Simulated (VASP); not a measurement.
Here is a VASP 6.6.1 calculation.

File INCAR:

```
SYSTEM = TlBiW2O8
  PREC = Accurate
  ENCUT = 520
  EDIFF = 1E-6
  ISMEAR = -1
  SIGMA = 0.05
  LREAL = Auto
  LASPH = .TRUE.
  NELM = 80
  ALGO = Normal
  ISIF = 2
  LWAVE = .FALSE.
  LCHARG = .FALSE.
  GGA = CA
  NBANDS = 122
```

KPOINTS

```
regular mesh
0
G
  1 1 2
  0 0 0
```

POSCAR

```
TlBiW2O8
1.0
    5.5609370000     -5.5227590000      0.0000000000
    5.5609370000      5.5227590000      0.0000000000
   -4.9096900000      0.0000000000      5.8364800000
Tl Bi W O
2 2 4 16
Direct
    0.7734072039      0.3199925248      0.7922754811
    0.2301541912      0.6767063584      0.2069569329
    0.2172496332      0.7992594583      0.7962504797
    0.8057840242      0.2306186042      0.2920081967
    0.3090074284      0.2805977151      0.7795109381
    0.6736138242      0.6947807808      0.1680464938
    0.6844224289      0.7056255992      0.6756983661
    0.3063714594      0.3030941120      0.3013631504
    0.3804622546      0.2752249991      0.5817547563
    0.6116174303      0.6894046377      0.3782930808
    0.7310267154      0.6662583632      0.9142154175
    0.2872035056      0.3483142657      0.0792258347
    0.7072757510      0.9621483609      0.8216938977
    0.3164492316      0.0493363629      0.1275254948
    0.0529264198      0.2774699858      0.6070268381
    0.9176653603      0.6610363819      0.2856516256
    0.3744046672      0.5948379688      0.9435824332
    0.5702929955      0.4012289462      0.0193438511
    0.3906696069      0.5919820306      0.5301483086
    0.6301077432      0.3668878562      0.4452683809
    0.2821263001      0.0252800390      0.7122786337
    0.7017964071      0.9452073544      0.2741892373
    0.9297915136      0.7315572615      0.7566375624
    0.0753183635      0.2483659291      0.2463471133
```

Potentials or basis: VASP PAW LDA potentials, release 64 (Tl_d, Bi_d, W_sv, O).

Launch:

```sh
$ cat potpaw_LDA.64/Tl_d/POTCAR potpaw_LDA.64/Bi_d/POTCAR potpaw_LDA.64/W_sv/POTCAR potpaw_LDA.64/O/POTCAR > POTCAR
$ mpirun -np 1 vasp_std > vasp.out
```

Problem. What does it give for the band gap on the k mesh?

Solution. 2.46 eV.

Problem. Predict the largest force.

Solution. 6.628 eV/Å.

Stress tensor (GPa, compression positive):
```
 3.13 -1.77  2.22
-1.77  6.94 -2.03
 2.22 -2.03 -1.65
```

Caveat: the k points lie up to 0.80 Å⁻¹ apart; spin-orbit coupling is left out, which moves the levels of the heavy elements; forces of over 1 eV/Å act on the atoms, so gaps and moduli don't describe the material at rest. A k mesh can miss the band edges.
